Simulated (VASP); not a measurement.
Set up this calculation in VASP 6.6.1, as the native input.

| Quantity | Value |
| --- | --- |
| Task | single point |
| Functional | PBEsol |
| Potentials or basis | VASP PAW PBE potentials, release 64 (Al, Ni) |
| Cutoff | 600 eV |
| k mesh | 18 × 18 × 18 |
| Occupations | gaussian, width 0.15 eV |
| Spin | no spin polarisation |
| Dipole correction | no |
| Further INCAR settings | ALGO = Normal; EDIFF = 1e-06; NBANDS = 21 |

The structure of AlNi lies in POSCAR:

```
AlNi
1.0
   -2.8621655520      0.0000000000     -2.8621655520
    0.0000000000     -2.8621655520     -2.8621655520
   -2.8621655520     -2.8621655520      0.0000000000
Al Ni
2 2
Direct
    0.5000000000      0.5000000000      0.4722065298
    0.0000000000      0.0000000000      0.0277934702
    0.2500000000      0.2500000000      0.2500000000
    0.7500000000      0.7500000000      0.7500000000
```

This cell differs from its parent crystal: atoms displaced along a vibrational mode.

One way to write it, as run:

INCAR

```
  ALGO = Normal
  EDIFF = 1E-6
  ENCUT = 600
  GGA = PS
  GGA_COMPAT = F
  ISIF = 2
  ISMEAR = 0
  LASPH = T
  LCHARG = F
  LREAL = F
  LWAVE = F
  NBANDS = 21
  NELM = 120
  PREC = Accurate
  SIGMA = 0.15
```

KPOINTS

```
k-points
0
Gamma
  18 18 18
```

Potentials or basis: VASP PAW PBE potentials, release 64 (Al, Ni).

Launch:

```console
$ cat potpaw_PBE.64/Al/POTCAR potpaw_PBE.64/Ni/POTCAR > POTCAR
$ mpirun -np 1 vasp_std > vasp.out
```

It gave:

```yaml
Pressure: 1.6 GPa
Largest_force: 1.350 eV/Å
Band_gap_on_the_k_mesh: zero (bands 13 and 14 overlap by 2.78 eV)
```

Caveat: the cell differs from its parent crystal (atoms displaced along a vibrational mode); the PAW data sets were made with another functional, which shifts forces and pressure a little.

It took 19 min on 1 thread of Oxide Virtual Turin-like Processor, on a shared host, peak memory 0.9 GiB.
